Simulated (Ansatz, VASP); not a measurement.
## VH in VASP and in Ansatz

Contents of INCAR:

```
SYSTEM = VH
PREC     = Accurate       ! precision mode
ENCUT    = 520            ! plane-wave cutoff, eV
EDIFF    = 1E-6           ! SCF threshold, eV
ISMEAR   = 0              ! smearing method
SIGMA    = 0.15           ! smearing width, eV
LREAL    = .FALSE.        ! projectors in reciprocal space
LASPH    = .TRUE.         ! aspherical terms in the spheres
NELM     = 100            ! most SCF steps
ALGO     = Normal         ! electronic algorithm
ISIF     = 2              ! what is computed and relaxed
LWAVE    = .FALSE.        ! write WAVECAR
LCHARG   = .FALSE.        ! write CHGCAR
GGA      = PS             ! functional
NBANDS   = 14             ! bands
```

The input KPOINTS:

```
Automatic mesh
0
G
  20 20 20
  0 0 0
```

Contents of POSCAR:

```
VH
1.0
    0.0000000000      2.0619412590      1.8655659010
    2.0619412590      0.0000000000      1.8655659010
    2.0619412590      2.0619412590      0.0000000000
V H
1 1
Direct
    0.0000000000      0.0000000000      0.0000000000
    0.5000000000      0.5000000000      0.5000000000
```

Input for Ansatz:

```yaml
crystal:
  lattice:
    - [0.0, 2.061941259, 1.865565901]
    - [2.061941259, 0.0, 1.865565901]
    - [2.061941259, 2.061941259, 0.0]
  atoms:
    - { symbol: V, position: [0.0, 0.0, 0.0] }
    - { symbol: H, position: [0.5, 0.5, 0.5] }
basis:
  ecutwfc: 420
kpoints:
  mp_grid: { grid: [20, 20, 20] }
hamiltonian:
  xc: pbesol
scf:
  occupations: { method: gaussian, width: 0.15 }
output:
  forces: true
  stress: true
  eigenvalues: true
```

Change from the starting cell: strain +0.050 along x and y, -0.050 along z, atoms carried along.

Alike in both runs: task single point; functional PBEsol; k mesh 20 × 20 × 20; occupations gaussian, width 0.15 eV; no spin polarisation.

|  | VASP | Ansatz |
| --- | --- | --- |
| version | VASP 6.6.1 | Ansatz 0.2.0 |
| potentials or method | VASP PAW PBE potentials, release 64 (V_sv, H), cutoff 520 eV | scalar-relativistic, plane waves, PAW |
| valence electrons in the cell | 14 | 14 |

```csv
,VASP,Ansatz,Ansatz less VASP
gap on the k mesh at the Fermi level (eV),none,none,-
pressure (GPa),-11.9,-12.1,-0.14
"traceless stress, the component that is largest in VASP (GPa)",0.59,0.52,-0.072
```

VASP's potentials were made for PBE, not for PBEsol. A gap of «none» marks a metal or a gap that the smearing closes.
